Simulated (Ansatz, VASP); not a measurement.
## Au in VASP and in Ansatz

```xyz
1
Lattice="2.6673 0.0000 0.0000 0.0000 2.6673 0.0000 0.0000 0.0000 2.6673" Properties=species:S:1:pos:R:3 pbc="T T T"
Au    0.0000    0.0000    0.0000
```

Alike in both runs: task single point; functional LDA; k mesh 13 × 13 × 13; occupations fermi-dirac, width 0.1 eV; no spin polarisation.

```csv
,VASP,Ansatz
version,VASP 6.6.1,Ansatz 0.2.0
potentials or method,"VASP PAW LDA potentials, release 64 (Au), cutoff 520 eV","plane waves (420 eV) with PAW, scalar-relativistic"
valence electrons in the cell,11,19
```

|  | VASP | Ansatz | Ansatz less VASP |
| --- | --- | --- | --- |
| pressure (GPa) | 0.6 | 0.1 | -0.49 |

Ansatz warns that its potentials were made for another functional, while VASP's fit it. LDA's correlation is that of Perdew and Zunger in VASP and of Perdew and Wang (1992) in Ansatz. VASP's potentials hold 11 valence electrons a cell and Ansatz's 19, so a difference there can come from the potentials and not from the codes.

Spin-orbit coupling is off throughout.
